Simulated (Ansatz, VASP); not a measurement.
# Two plane-wave programs on C

File INCAR:

```
SYSTEM = C
PREC = Accurate
ENCUT = 520
EDIFF = 1E-6
ISMEAR = 0
SIGMA = 0.05
LREAL = .False.
LASPH = .True.
NELM = 80
ALGO = Normal
ISIF = 2
LWAVE = .False.
LCHARG = .True.
GGA = PE
LELF = .True.
LVHAR = .True.
NBANDS = 36
```

KPOINTS

```
Automatic mesh
0
Gamma
  12 12 2
  0 0 0
```

Contents of POSCAR:

```
C
1.0
    2.4953402903     -0.0462520145     -0.0462520145
   -1.2877255647      2.1841540897     -0.0169294123
   -0.2280742143     -0.2280742143     12.3048213715
C
12
Direct
    0.0000000000      0.0000000000      0.1868593266
    0.0000000000      0.0000000000      0.6868593266
    0.0000000000      0.0000000000      0.3131406734
    0.0000000000      0.0000000000      0.8131406734
    0.3333333333      0.6666666667      0.5207665411
    0.6666666667      0.3333333333      0.0207665411
    0.3333333333      0.6666666667      0.9792334589
    0.6666666667      0.3333333333      0.4792334589
    0.3333333333      0.6666666667      0.6450950823
    0.6666666667      0.3333333333      0.1450950823
    0.3333333333      0.6666666667      0.8549049177
    0.6666666667      0.3333333333      0.3549049177
```

Input for Ansatz:

```yaml
crystal:
  lattice:
    - [2.4953402903, -0.0462520145, -0.0462520145]
    - [-1.2877255647, 2.1841540897, -0.0169294123]
    - [-0.2280742143, -0.2280742143, 12.3048213715]
  atoms:
    - { symbol: C, position: [0.0, 0.0, 0.1868593266] }
    - { symbol: C, position: [0.0, 0.0, 0.6868593266] }
    - { symbol: C, position: [0.0, 0.0, 0.3131406734] }
    - { symbol: C, position: [0.0, 0.0, 0.8131406734] }
    - { symbol: C, position: [0.3333333333, 0.6666666667, 0.5207665411] }
    - { symbol: C, position: [0.6666666667, 0.3333333333, 0.0207665411] }
    - { symbol: C, position: [0.3333333333, 0.6666666667, 0.9792334589] }
    - { symbol: C, position: [0.6666666667, 0.3333333333, 0.4792334589] }
    - { symbol: C, position: [0.3333333333, 0.6666666667, 0.6450950823] }
    - { symbol: C, position: [0.6666666667, 0.3333333333, 0.1450950823] }
    - { symbol: C, position: [0.3333333333, 0.6666666667, 0.8549049177] }
    - { symbol: C, position: [0.6666666667, 0.3333333333, 0.3549049177] }
basis:
  ecutwfc: 520.0
kpoints:
  mp_grid: { grid: [12, 12, 2] }
hamiltonian:
  xc: pbe
  pseudopotentials: { kind: paw, azcp: { folder: soft_1 } }
scf:
  occupations: { method: gaussian, width: 0.05 }
output:
  forces: true
  stress: true
  eigenvalues: true
```

Change from the starting cell: equal engineering shear yz, xz and xy -0.0367, equal normal strain along x, y and z -0.0100.

Alike in both runs: task single point; functional PBE; k mesh 12 × 12 × 2; occupations gaussian, width 0.05 eV; no spin polarisation.

```csv
,VASP,Ansatz
version,VASP 6.6.1,Ansatz 0.2.0
potentials or method,"VASP PAW PBE potentials, release 64 (C), cutoff 520 eV","scalar-relativistic, plane waves, PAW"
valence electrons in the cell,48,48
```

```tsv
	VASP	Ansatz	Ansatz less VASP
gap on the k mesh at the Fermi level (eV)	3.57	3.58	+0.010
least direct gap on the mesh (eV)	4.65	4.65	+0.005
pressure (GPa)	15.9	15.2	-0.74
traceless stress, the component that is largest in VASP (GPa)	21.35	21.25	-0.098
rms of the force components (eV/Å)	0.190	0.183	-0.0076
```

Atom by atom the forces differ by 0.008 eV/Å (rms over components). The functional is the same, so the differences come from potentials, cutoffs and numerics.
